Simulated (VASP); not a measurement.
# PbS (Fm-3m) in VASP: a series of runs, part 2 of 2

VASP 6.6.1. Earlier steps stand in the parts before.

### 3 Single point, r2SCAN, non-collinear spin, zero start, spin-orbit coupling (strain -3.0%)

The input, POSCAR:

```
PbS
1.0
    0.0000000000      2.8976156959      2.8976156959
    2.8976156959      0.0000000000      2.8976156959
    2.8976156959      2.8976156959      0.0000000000
Pb S
1 1
Direct
    0.0000000000      0.0000000000      0.0000000000
    0.5000000000      0.5000000000      0.5000000000
```

The input, INCAR.step1:

```
SYSTEM = PbS
PREC = Accurate ; ENCUT = 520
ISMEAR = -1 ; SIGMA = 0.02
LREAL = .FALSE. ; LASPH = .TRUE.
NELM = 150 ; MAGMOM = 0 0 0 0 0 0
LSORBIT = .TRUE. ; GGA_COMPAT = .FALSE.
NBANDS = 32 ; GGA = PE
ALGO = Normal ; EDIFF = 1E-4
LWAVE = .TRUE. ; LCHARG = .FALSE.
```

The input, INCAR.step2:

```
SYSTEM = PbS
PREC = Accurate ; ENCUT = 520
EDIFF = 1E-6 ; ISMEAR = -1
SIGMA = 0.02 ; LREAL = .FALSE.
LASPH = .TRUE. ; NELM = 150
ALGO = Normal ; ISIF = 2
LWAVE = .FALSE. ; LCHARG = .FALSE.
MAGMOM = 0 0 0 0 0 0 ; LORBIT = 11
LSORBIT = .TRUE. ; GGA_COMPAT = .FALSE.
LORBMOM = .TRUE. ; METAGGA = R2SCAN
LMIXTAU = .TRUE. ; NBANDS = 32
ISTART = 1
```

The input, KPOINTS:

```
regular mesh
0
G
  8 8 8
  0 0 0
```

Potentials or basis: VASP PAW PBE potentials, release 64 (Pb_d, S).

On the command line:

```
cat potpaw_PBE.64/Pb_d/POTCAR potpaw_PBE.64/S/POTCAR > POTCAR
cp INCAR.step1 INCAR
mpirun -np 1 vasp_ncl > vasp.out
cp INCAR.step2 INCAR
mpirun -np 1 vasp_ncl > vasp.out
```

OUTCAR:

```text
SYSTEM = PbS
   PREC = Accurate
   ENCUT = 520
   EDIFF = 1E-6
   ISMEAR = -1
   LREAL = .FALSE.
   LASPH = .TRUE.
   NELM = 150
   ISIF = 2
   LORBIT = 11
   LSORBIT = .TRUE.
   METAGGA = R2SCAN
   ISTART = 1

 ion  position               nearest neighbor table
   1  0.000  0.000  0.000-   2 2.90   2 2.90   2 2.90   2 2.90   2 2.90   2 2.90
   2  0.500  0.500  0.500-   1 2.90   1 2.90   1 2.90   1 2.90   1 2.90   1 2.90

  LATTYP: Found a face centered cubic cell.
 ALAT       =     5.7952313918

  Lattice vectors:

 A1 = (   0.0000000000,   2.8976156959,   2.8976156959)
 A2 = (   2.8976156959,   0.0000000000,   2.8976156959)
 A3 = (   2.8976156959,   2.8976156959,   0.0000000000)

Analysis of symmetry for initial positions (statically):
=====================================================================
 Subroutine PRICEL returns:
 Original cell was already a primitive cell.

 Routine SETGRP: Setting up the symmetry group for a
 face centered cubic supercell.

 Subroutine GETGRP returns: Found 48 space group operations
 (whereof 48 operations were pure point group operations)
 out of a pool of 48 trial point group operations.

The static configuration has the point symmetry O_h .

Analysis of symmetry for dynamics (positions and initial velocities):
=====================================================================
 Subroutine PRICEL returns:
 Original cell was already a primitive cell.

 Routine SETGRP: Setting up the symmetry group for a
 face centered cubic supercell.

 Subroutine GETGRP returns: Found 48 space group operations
 (whereof 48 operations were pure point group operations)
 out of a pool of 48 trial point group operations.

The dynamic configuration has the point symmetry O_h .

Analysis of structural, dynamic, and magnetic symmetry:
=====================================================================
 Subroutine PRICEL returns:
 Original cell was already a primitive cell.

 Routine SETGRP: Setting up the symmetry group for a
 face centered cubic supercell.

[... 1050 lines left out ...]
  1         0.000  -0.000  -0.000
  2         0.000   0.000   0.000
 ----------------------------------------
            0.000  -0.000  -0.000

 orbital moment (z)

 # of ion     p       d       tot
 ----------------------------------------
  1         0.000   0.000   0.000
  2         0.000   0.000   0.000
 ----------------------------------------
            0.000   0.000   0.000

 Spin-Orbit-Coupling matrix elements

 Ion:    1  E_soc:     -0.7651918
 l=   1
     0.0000000    -0.0627668    -0.0627668
    -0.0627668     0.0000000    -0.0627668
    -0.0627668    -0.0627668     0.0000000
 l=   2
     0.0000000    -0.0130782     0.0000000    -0.0130782    -0.0516870
    -0.0130782     0.0000000    -0.0387653    -0.0130782    -0.0129218
     0.0000000    -0.0387653     0.0000000    -0.0387653     0.0000000
    -0.0130782    -0.0130782    -0.0387653     0.0000000    -0.0129218
    -0.0516870    -0.0129218     0.0000000    -0.0129218     0.0000000
 l=   3
     0.0000000     0.0000000     0.0000000     0.0000000     0.0000000     0.0000000     0.0000000
     0.0000000     0.0000000     0.0000000     0.0000000     0.0000000     0.0000000     0.0000000
     0.0000000     0.0000000     0.0000000     0.0000000     0.0000000     0.0000000     0.0000000
     0.0000000     0.0000000     0.0000000     0.0000000     0.0000000     0.0000000     0.0000000
     0.0000000     0.0000000     0.0000000     0.0000000     0.0000000     0.0000000     0.0000000
     0.0000000     0.0000000     0.0000000     0.0000000     0.0000000     0.0000000     0.0000000
     0.0000000     0.0000000     0.0000000     0.0000000     0.0000000     0.0000000     0.0000000

 Ion:    2  E_soc:     -0.0037217
 l=   1
     0.0000000    -0.0006203    -0.0006203
    -0.0006203     0.0000000    -0.0006203
    -0.0006203    -0.0006203     0.0000000
 l=   2
     0.0000000     0.0000000     0.0000000     0.0000000     0.0000000
     0.0000000     0.0000000     0.0000000     0.0000000     0.0000000
     0.0000000     0.0000000     0.0000000     0.0000000     0.0000000
     0.0000000     0.0000000     0.0000000     0.0000000     0.0000000
     0.0000000     0.0000000     0.0000000     0.0000000     0.0000000
 l=   3
     0.0000000     0.0000000     0.0000000     0.0000000     0.0000000     0.0000000     0.0000000
     0.0000000     0.0000000     0.0000000     0.0000000     0.0000000     0.0000000     0.0000000
     0.0000000     0.0000000     0.0000000     0.0000000     0.0000000     0.0000000     0.0000000
     0.0000000     0.0000000     0.0000000     0.0000000     0.0000000     0.0000000     0.0000000
     0.0000000     0.0000000     0.0000000     0.0000000     0.0000000     0.0000000     0.0000000
     0.0000000     0.0000000     0.0000000     0.0000000     0.0000000     0.0000000     0.0000000
     0.0000000     0.0000000     0.0000000     0.0000000     0.0000000     0.0000000     0.0000000

 total charge

# of ion       s       p       d       tot
------------------------------------------
    1        1.475   0.553   9.849  11.878
    2        1.344   2.376   0.000   3.720
--------------------------------------------------
tot          2.819   2.929   9.849  15.597

 magnetization (x)

# of ion       s       p       d       tot
------------------------------------------
    1       -0.000  -0.000   0.000  -0.000
    2        0.000  -0.000   0.000   0.000
--------------------------------------------------
tot          0.000  -0.000   0.000  -0.000

 magnetization (y)

# of ion       s       p       d       tot
------------------------------------------
    1        0.000   0.000   0.000   0.000
    2        0.000   0.000   0.000   0.000
--------------------------------------------------
tot          0.000   0.000   0.000   0.000

 magnetization (z)

# of ion       s       p       d       tot
------------------------------------------
    1        0.000  -0.000   0.000   0.000
    2       -0.000  -0.000   0.000  -0.000
--------------------------------------------------
tot         -0.000  -0.000   0.000  -0.000
```

OUTCAR.step1:

```text
SYSTEM = PbS
   PREC = Accurate
   ENCUT = 520
   ISMEAR = -1
   LREAL = .FALSE.
   LASPH = .TRUE.
[... 1124 lines left out ...]
     0.0000000     0.0000000     0.0000000     0.0000000     0.0000000     0.0000000     0.0000000
     0.0000000     0.0000000     0.0000000     0.0000000     0.0000000     0.0000000     0.0000000
     0.0000000     0.0000000     0.0000000     0.0000000     0.0000000     0.0000000     0.0000000
     0.0000000     0.0000000     0.0000000     0.0000000     0.0000000     0.0000000     0.0000000
     0.0000000     0.0000000     0.0000000     0.0000000     0.0000000     0.0000000     0.0000000
     0.0000000     0.0000000     0.0000000     0.0000000     0.0000000     0.0000000     0.0000000

=======================================================================

 ========================================================
```

OSZICAR.step1:

```text
N       E                     dE             d eps       ncg     rms          rms(c)
DAV:   1     0.217882681189E+03    0.21788E+03   -0.92471E+03  1856   0.137E+03
DAV:   2     0.148006994293E+02   -0.20308E+03   -0.19339E+03  1928   0.390E+02
DAV:   3    -0.825262211733E+01   -0.23053E+02   -0.22402E+02  2360   0.146E+02
DAV:   4    -0.936692334323E+01   -0.11143E+01   -0.11113E+01  2256   0.321E+01
DAV:   5    -0.942058321037E+01   -0.53660E-01   -0.53655E-01  2872   0.726E+00    0.526E+00
DAV:   6    -0.903464800708E+01    0.38594E+00   -0.88904E-01  2840   0.883E+00    0.357E+00
DAV:   7    -0.904190389893E+01   -0.72559E-02   -0.18579E-01  2296   0.231E+00    0.209E+00
DAV:   8    -0.904613653051E+01   -0.42326E-02   -0.25178E-02  2616   0.201E+00    0.460E-01
DAV:   9    -0.904437267202E+01    0.17639E-02   -0.41547E-03  2680   0.796E-01    0.177E-01
DAV:  10    -0.904440779847E+01   -0.35126E-04   -0.13184E-03  2552   0.305E-01    0.541E-02
DAV:  11    -0.904447581042E+01   -0.68012E-04   -0.14500E-04  1928   0.811E-02
   1 F= -.90444758E+01 E0= -.90444727E+01  d E =-.620541E-05  mag=     0.0000    -0.0000     0.0000
```

It took 3.8 min on 1 thread of AMD EPYC 9R45 (Zen 5), shared host; peak memory 0.33 GiB.

What came out:

```
Free energy                                           : -65.8893 eV
Pressure                                              : 5.8 GPa
Net moment                                            : 0.00 μB per cell
Valence electrons inside the program's atomic spheres : Pb 11.88; S 3.72
```

Moments on the atoms (μB; x, y, z):
```
Pb  0.00 0.00 0.00
S   0.00 0.00 0.00
```

Caveat: the cell differs from its parent crystal (strain -3.0%); the cell stands under pressure; the PAW data sets were made with another functional, which shifts forces and pressure a little.
